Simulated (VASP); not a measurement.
Input of a VASP 6.6.1 run:

INCAR

```
PREC = Accurate
ENCUT = 520
EDIFF = 1E-7
ISMEAR = -1
SIGMA = 0.1
LREAL = F
LASPH = T
NELM = 80
ALGO = Normal
ISIF = 2
LWAVE = F
LCHARG = F
GGA = PE
NBANDS = 108
```

The input KPOINTS:

```
Automatic mesh
0
Gamma
  4 4 4
```

File POSCAR:

```
Lu3P4
1.0
   -6.9628776447     -0.0000000762      2.5741810621
    0.0000001872     -0.0000001525      5.1483616177
    0.0000000936      7.5847120308      2.5741810335
P Lu
8 6
Direct
    0.3136183630      0.4050262444      0.8202211410
    0.6863816370      0.5388657485      0.1797788590
    0.1863816370     -0.0313553925      0.3202211410
    0.8136183630      0.4752473854      0.6797788590
    0.7840697175      0.9159557878     -0.0223484113
    0.2159302825      0.6776770940      1.0223484113
    0.7159302825      0.9500255053      0.4776515887
    0.2840697175      0.1436073765      0.5223484113
    0.4950462835      0.1597629920      0.1733268061
    0.5049537165      0.8281360816      0.8266731939
    1.0049537165      0.9048092755      0.6733268061
   -0.0049537165      0.5830897981      0.3266731939
    0.0000000000      0.2719360517      0.0000000000
    0.5000000000      0.5219360517      0.5000000000
```

Potentials or basis: VASP PAW PBE potentials, release 64 (P, Lu).

Run with:

```sh
$ cat potpaw_PBE.64/P/POTCAR potpaw_PBE.64/Lu/POTCAR > POTCAR
$ mpirun -np 1 vasp_std > vasp.out
```

(1) Predict the band gap on the k mesh.

(2) Predict the pressure.

(3) Predict the largest force.

Results:

(1) zero (bands 95 and 96 overlap by 0.60 eV).

(2) 0.2 GPa.

(3) 0.040 eV/Å.

Caveat: spin-orbit coupling is left out, which moves the levels of the heavy elements.
